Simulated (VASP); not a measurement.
# Sc3NbO2 (P-3m1) in VASP: further runs

The runs below take Sc3NbO2 through relaxation of shape and atoms at fixed volume, with PBE.

All numbers are computed with VASP 6.6.1; they aren't measurements. Logs are shortened: lines on timing, memory, paths and dates and some standing lists are left out, and cuts for length are marked.

### Step 1. The cell of the first run

Symmetry: P-3m1, No. 164, trigonal system. The conventional cell has a = 3.170 Å, b = 3.170 Å, c = 10.277 Å, α = 90.00°, β = 90.00°, γ = 120.00°. Sc (site symmetry 3m) has 3 O at 2.32 Å and 3 Nb at 3.06 Å within 3.1 Å. Within 2.9 Å of Sc (site symmetry -3m) lie 6 O at 2.22 Å. Within 4.0 Å of Nb (site symmetry -3m) lie 6 Sc at 3.06 Å and 6 Nb at 3.17 Å. O (site symmetry 3m) has 6 Sc at 2.22 to 2.32 Å within 2.9 Å.

### Step 2. Relaxation of shape and atoms at fixed volume, PBE (volume scaled by 1.03)

INCAR

```
SYSTEM = Sc3NbO2
PREC = Accurate
ENCUT = 600
EDIFF = 1E-6
ISMEAR = 0
SIGMA = 0.1
LREAL = .FALSE.
LASPH = .TRUE.
NELM = 80
ALGO = Normal
ISIF = 4
LWAVE = .FALSE.
LCHARG = .FALSE.
GGA = PE
IBRION = 2
NSW = 50
EDIFFG = -0.01
```

KPOINTS

```
regular mesh
0
G
  12 12 4
  0 0 0
```

POSCAR

```
Sc3NbO2
1.0
    3.1703635927      0.0000000000      0.0000000000
   -1.5851817963      2.7456154105      0.0000000000
    0.0000000000      0.0000000000     10.2766413475
Sc Nb O
3 1 2
Direct
    0.6666666667      0.3333333333      0.2390915509
    0.3333333333      0.6666666667      0.7609084491
    0.0000000000      0.0000000000      0.5000000000
    0.0000000000      0.0000000000      0.0000000000
    0.6666666667      0.3333333333      0.6226388276
    0.3333333333      0.6666666667      0.3773611724
```

Potentials or basis: VASP PAW PBE potentials, release 64 (Sc_sv, Nb_sv, O).

The run is started by

```sh
$ cat potpaw_PBE.64/Sc_sv/POTCAR potpaw_PBE.64/Nb_sv/POTCAR potpaw_PBE.64/O/POTCAR > POTCAR
$ mpirun -np 1 vasp_std > vasp.out
```

OUTCAR:

```text
SYSTEM = Sc3NbO2
   PREC = Accurate
   ENCUT = 600
   EDIFF = 1E-6
   ISMEAR = 0
   LREAL = .FALSE.
   LASPH = .TRUE.
   NELM = 80
   ISIF = 4
   GGA = PE
   IBRION = 2
   NSW = 50
   EDIFFG = -0.01

 ion  position               nearest neighbor table
   1  0.667  0.333  0.239-   6 2.32   6 2.32   6 2.32   4 3.06   4 3.06   4 3.06   3 3.25   3 3.25
                             3 3.25
   2  0.333  0.667  0.761-   5 2.32   5 2.32   5 2.32   4 3.06   4 3.06   4 3.06   3 3.25   3 3.25
                             3 3.25
   3  0.000  0.000  0.500-   5 2.22   6 2.22   6 2.22   5 2.22   5 2.22   6 2.22   1 3.25   2 3.25
                             2 3.25   1 3.25   2 3.25   1 3.25
   4  0.000  0.000  0.000-   1 3.06   2 3.06   2 3.06   1 3.06   1 3.06   2 3.06
   5  0.667  0.333  0.623-   3 2.22   3 2.22   3 2.22   2 2.32   2 2.32   2 2.32
   6  0.333  0.667  0.377-   3 2.22   3 2.22   3 2.22   1 2.32   1 2.32   1 2.32

  LATTYP: Found a hexagonal cell.
 ALAT       =     3.1703635927
 C/A-ratio  =     3.2414709061

  Lattice vectors:

 A1 = (   3.1703635927,   0.0000000000,   0.0000000000)
 A2 = (  -1.5851817963,   2.7456154105,   0.0000000000)
 A3 = (   0.0000000000,   0.0000000000,  10.2766413475)

Analysis of symmetry for initial positions (statically):
=====================================================================
 Subroutine PRICEL returns:
 Original cell was already a primitive cell.

 Routine SETGRP: Setting up the symmetry group for a
 hexagonal supercell.

 Subroutine GETGRP returns: Found 12 space group operations
 (whereof 12 operations were pure point group operations)
 out of a pool of 24 trial point group operations.

The static configuration has the point symmetry D_3d.

Analysis of symmetry for dynamics (positions and initial velocities):
=====================================================================
 Subroutine PRICEL returns:
 Original cell was already a primitive cell.

 Routine SETGRP: Setting up the symmetry group for a
 hexagonal supercell.

 Subroutine GETGRP returns: Found 12 space group operations
 (whereof 12 operations were pure point group operations)
 out of a pool of 24 trial point group operations.

The dynamic configuration has the point symmetry D_3d.

 Subroutine INISYM returns: Found 12 space group operations
 (whereof 12 operations are pure point group operations),
 and found     1 'primitive' translations

----------------------------------------------------------------------------------------

[... 104 lines left out ...]
   IBRION =      2    ionic relax: 0-MD 1-quasi-New 2-CG
   NFREE  =      1    steps in history (QN), initial steepest desc. (CG)
   ISIF   =      4    stress and relaxation
   ISYM   =      2    0-nonsym 1-usesym 2-fastsym
   POTIM  = 0.5000    time-step for ionic-motion
   TEBEG  =    0.0;   TEEND  =   0.0 temperature during run
   PSTRESS=    0.0 pullay stress
   NELECT =      58.0000    total number of electrons
   NUPDOWN=      -1.0000    fix difference up-down
   EMIN   =  10.00;   EMAX   =-10.00  energy-range for DOS
   EFERMI =   0.00;   METHOD = LEGACY
   ISMEAR =     0;   SIGMA  =   0.10  broadening in eV -4-tet -1-fermi 0-gaus
   EFERMI_NEDOS =   21; number of points for ismear=-14 and -15
   IALGO  =     38    algorithm
   IMIX   =      4    mixing-type and parameters
     AMIX     =   0.40;   BMIX     =  1.00
     AMIX_MAG =   1.60;   BMIX_MAG =  1.00
  volume/ion in A,a.u.               =      14.91       100.61
  Fermi-wavevector in a.u.,A,eV,Ry     =   1.416938  2.677624 27.316596  2.007713
  Thomas-Fermi vector in A             =   2.538220
   LORBIT       =      0    0 simple, 1 ext, 2 COOP (PROOUT), +10 PAW based schemes
   GGA     = PE    functional components
   LHFCALC =     F    Hartree Fock is set to
   AEXX    =    0.0000 exact exchange contribution
   IVDW    =     0    specifies the selected vdW correction
   LEPSILON=     F    determine dielectric tensor
   LRPA    =     F    only Hartree local field effects (RPA)
 conjugate gradient relaxation of ions
 non-spin polarized calculation
 Gauss-broadening in eV      SIGMA  =   0.10
  energy-cutoff  :      600.00
  volume of cell :       89.45
 maximum number of plane-waves:      3009
 NGX is ok and might be reduce to    28
   NGX = 13   NGY = 13   NGZ = 41

--------------------------------------- Ionic step        1  -------------------------------------------

 number of electron      58.0000002 magnetization

 Free energy of the ion-electron system (eV)
  ---------------------------------------------------
  ext. energy  EPLUGINS =         0.00000000
  ---------------------------------------------------
  free energy    TOTEN  =       -50.33987652 eV

  energy without entropy =      -50.31883688  energy(sigma->0) =      -50.32935670

------------------------ aborting loop because EDIFF is reached ----------------------------------------

  FORCE on cell =-STRESS in cart. coord.  units (eV):
  Direction    XX          YY          ZZ          XY          YZ          ZX
  --------------------------------------------------------------------------------------
  -------------------------------------------------------------------------------------
  Total       -1.9384391     -1.9384391     -1.9821942     -0.0000000      0.0000000      0.0000000
  in kB      -34.7186452    -34.7186452    -35.5023258     -0.0000000      0.0000000      0.0000000
  external PRESSURE =     -34.9798721 kB  Pullay stress =       0.0000000 kB
[... 67 lines left out ...]
--------------------------------------- Ionic step        3  -------------------------------------------

 number of electron      58.0000002 magnetization

 Free energy of the ion-electron system (eV)
  ---------------------------------------------------
  ext. energy  EPLUGINS =         0.00000000
  ---------------------------------------------------
  free energy    TOTEN  =       -50.34051686 eV

  energy without entropy =      -50.31927476  energy(sigma->0) =      -50.32989581

 E-fermi :   7.1780     XC(G=0): -11.4033

 val. band max:        7.1655595567   @ k =  -0.2500  -0.4167   0.2500
 cond. band min:       7.1954406492   @ k =   0.2500   0.1667   0.0000
 fundamental gap:      0.0298810925
 Fermi energy:         7.1780095832

 k-point     1 :       0.0000    0.0000    0.0000
  band No.  band energies     occupation
      1     -47.5995      2.00000
      2     -43.2408      2.00000
      3     -42.3585      2.00000
      4     -42.3568      2.00000
      5     -23.7106      2.00000
      6     -23.3194      2.00000
[... 877 lines left out ...]
     33       8.3430      0.00000
     34       8.6227      0.00000

 [... further k-points ...]
[... 5 lines left out ...]
  --------------------------------------------------------------------------------------
  -------------------------------------------------------------------------------------
  Total       -1.9124902     -1.9124902     -1.8893561     -0.0000000     -0.0000000      0.0000000
  in kB      -34.2538845    -34.2538845    -33.8395375     -0.0000000     -0.0000000      0.0000000
  external PRESSURE =     -34.1157688 kB  Pullay stress =       0.0000000 kB
[... 21 lines left out ...]
  FREE ENERGIE OF THE ION-ELECTRON SYSTEM (eV)
  ---------------------------------------------------
  free  energy   TOTEN  =       -50.3405168631 eV

  energy  without entropy=      -50.3192747585  energy(sigma->0) =      -50.32989581

 reached required accuracy - stopping structural energy minimisation
```

Run time: 7 min. Hardware: 1 thread of AMD EPYC 9R45 (Zen 5), shared host; peak memory 0.37 GiB.

Results:

| Property | Result |
| --- | --- |
| Free energy | -50.3405 eV |
| Energy gained by relaxing | 0.1 meV/atom |
| Ionic steps | 3 |
| Pressure after relaxing | -3.4 GPa |
| Largest force after relaxing | 0.005 eV/Å |
| Band gap on the k mesh | zero (band 29 reaches 7.74 eV, above the bottom of band 30 at 6.94 eV) |

Forces on the atoms (eV/Å):
```
Sc   0.000  0.000  0.005
Sc   0.000  0.000 -0.005
Sc   0.000  0.000  0.000
Nb   0.000  0.000  0.000
O    0.000  0.000 -0.005
O    0.000  0.000  0.005
```

The path:
| step | energy change (eV) | largest force (eV/Å) | pressure (GPa) | volume (Å³) |
| --- | --- | --- | --- | --- |
| 1 | 0.0000 | 0.0705 | -3.50 | 89.45 |
| 2 | -0.0004 | 0.0406 | -3.46 | 89.45 |
| 3 | -0.0006 | 0.0055 | -3.41 | 89.45 |

Final structure:
```
Sc Nb O
1.0
     3.17121    0.00000    0.00000
    -1.58561    2.74635    0.00000
     0.00000    0.00000   10.27115
Sc Nb O
3 1 2
Direct
  0.66667 0.33333 0.23886
  0.33333 0.66667 0.76114
  0.00000 0.00000 0.50000
  0.00000 0.00000 0.00000
  0.66667 0.33333 0.62188
  0.33333 0.66667 0.37812
```

Caveat: the cell differs from its parent crystal (volume scaled by 1.03).

### Step 3. Relaxation of shape and atoms at fixed volume, PBE (volume scaled by 1.06)

INCAR

```
ALGO = Normal ; EDIFF = 1E-6
EDIFFG = -0.01 ; ENCUT = 600
GGA = PE ; IBRION = 2
ISIF = 4 ; ISMEAR = 0
LASPH = T ; LCHARG = F
LREAL = F ; LWAVE = F
NELM = 100 ; NSW = 50
PREC = Accurate ; SIGMA = 0.1
```

KPOINTS

```
k-points
0
Gamma
  12 12 4
```

POSCAR

```
Sc3NbO2
1.0
    3.2014273357      0.0000000000      0.0000000000
   -1.6007136678      2.7725174011      0.0000000000
    0.0000000000      0.0000000000     10.3717176861
Sc Nb O
3 1 2
Direct
    0.6666666667      0.3333333333      0.2395009056
    0.3333333333      0.6666666667      0.7604990944
    0.0000000000      0.0000000000      0.5000000000
    0.0000000000      0.0000000000      0.0000000000
    0.6666666667      0.3333333333      0.6213727217
    0.3333333333      0.6666666667      0.3786272783
```

Potentials or basis: VASP PAW PBE potentials, release 64 (Sc_sv, Nb_sv, O).

The run is started by

```sh
$ cat potpaw_PBE.64/Sc_sv/POTCAR potpaw_PBE.64/Nb_sv/POTCAR potpaw_PBE.64/O/POTCAR > POTCAR
$ mpirun -np 1 vasp_std > vasp.out
```

Run time: 11 min. Hardware: 1 thread of AMD EPYC 9R45 (Zen 5), shared host; peak memory 0.38 GiB.

It converged, with:

* Free energy: -50.2614 eV
* Energy gained by relaxing: 0.1 meV/atom
* Ionic steps: 5
* Pressure after relaxing: -6.6 GPa
* Largest force after relaxing: 0.006 eV/Å
* Band gap on the k mesh: zero (band 29 reaches 7.46 eV, above the bottom of band 30 at 6.67 eV)

Forces on the atoms (eV/Å):
```
Sc   0.000  0.000  0.001
Sc   0.000  0.000 -0.001
Sc   0.000  0.000  0.000
Nb   0.000  0.000  0.000
O    0.000  0.000 -0.006
O    0.000  0.000  0.006
```

Stress tensor (GPa, compression positive):
```
-6.66  0.00  0.00
 0.00 -6.66  0.00
 0.00  0.00 -6.57
```

The path:
```tsv
step	energy change (eV)	largest force (eV/Å)	pressure (GPa)	volume (Å³)
1	0.0000	0.0627	-6.72	92.06
2	-0.0004	0.0390	-6.68	92.06
3	-0.0006	0.0165	-6.65	92.06
4	-0.0004	0.0269	-6.57	92.06
5	-0.0006	0.0064	-6.63	92.06
```

Final structure:
```yaml
crystal:
  lattice:
    - [3.20287, 0.00000, 0.00000]
    - [-1.60144, 2.77377, 0.00000]
    - [0.00000, 0.00000, 10.36235]
  atoms:
    - { symbol: Sc, position: [0.66667, 0.33333, 0.23925] }
    - { symbol: Sc, position: [0.33333, 0.66667, 0.76075] }
    - { symbol: Sc, position: [0.00000, 0.00000, 0.50000] }
    - { symbol: Nb, position: [0.00000, 0.00000, 0.00000] }
    - { symbol: O, position: [0.66667, 0.33333, 0.62061] }
    - { symbol: O, position: [0.33333, 0.66667, 0.37939] }
```

Levels at points of the mesh, in eV from the Fermi level:
```
           k point  band 26  band 27  band 28  band 29  band 30  band 31  band 32  band 33
(0.00, 0.00, 0.00)    -1.91    -1.43     0.41     0.41     0.68     0.80     0.83     0.83
(0.50, 0.00, 0.00)    -2.00    -1.59    -0.49    -0.42     0.12     0.90     1.09     1.61
(0.00, 0.00, 0.50)    -1.99    -1.62     0.45     0.45     0.55     0.81     0.81     1.04
(0.50, 0.00, 0.50)    -1.91    -1.50    -1.17     0.01     0.63     0.64     0.92     1.65
```

Caveat: the cell differs from its parent crystal (volume scaled by 1.06).
